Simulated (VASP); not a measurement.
## BiTe: single point with r2SCAN

Crystal: BiTe.

```xyz
2
Lattice="0.0000 3.2350 3.2350 3.2350 0.0000 3.2350 3.2350 3.2350 0.0000" Properties=species:S:1:pos:R:3 pbc="T T T"
Bi    0.0000    0.0000    0.1000
Te    3.2350    3.2350    3.2350
```

This cell differs from its parent crystal: all Bi atoms moved -0.100 Å, as atom 1 towards its neighbour atom 2 (Te) at 3.235 Å.

| Quantity | Value |
| --- | --- |
| Program | VASP 6.6.1 |
| Task | single point |
| Functional | r2SCAN |
| Potentials or basis | VASP PAW PBE potentials, release 64 (Bi_d, Te) |
| Cutoff | 520 eV |
| k mesh | 14 × 14 × 14 |
| Occupations | gaussian, width 0.15 eV |
| Spin | no spin polarisation |
| Dipole correction | no |
| Further INCAR settings | ALGO = Normal; EDIFF = 1e-07; NBANDS = 18 |

* Pressure: 0.1 GPa
* Largest force: 0.257 eV/Å
* Band gap on the k mesh: zero (an odd number of electrons rules out a gap without spin polarisation)

Forces in eV/Å, atoms in the order of the input:
```
Bi   0.000  0.000 -0.257
Te   0.000  0.000  0.257
```

Stress tensor (GPa, compression positive):
```
0.07 0.00 0.00
0.00 0.07 0.00
0.00 0.00 0.28
```

Levels at points of the mesh, in eV from the Fermi level:
```
           k point  band 6  band 7  band 8  band 9  band 10  band 11  band 12  band 13  band 14  band 15
(0.00, 0.00, 0.00)  -14.21   -8.34   -2.87   -2.83    -2.83     2.15     2.15     2.22     4.97     5.00
(0.50, 0.00, 0.00)  -12.19  -11.71   -2.24   -2.17    -1.71    -0.72    -0.71    -0.64     7.71     8.21
(0.50, 0.50, 0.00)  -12.31  -10.41   -5.98   -4.34    -4.34     2.47     3.73     3.73     5.23     8.95
(0.00, 0.50, 0.50)  -12.34  -10.35   -6.01   -4.35    -4.33     2.34     3.75     3.84     5.20     8.95
```

Wall time 7.2 min on 1 thread of Intel(R) Xeon(R) 6975P-C (Granite Rapids), on a shared host, peak memory 0.44 GiB.

Caveat: the cell differs from its parent crystal (all Bi atoms moved -0.100 Å, as atom 1 towards its neighbour atom 2 (Te) at 3.235 Å); the PAW data sets were made with another functional, which shifts forces and pressure a little; spin-orbit coupling is left out, which moves the levels of the heavy elements; an odd number of electrons without spin polarisation forces a metal; a magnetic or distorted state may lie lower.
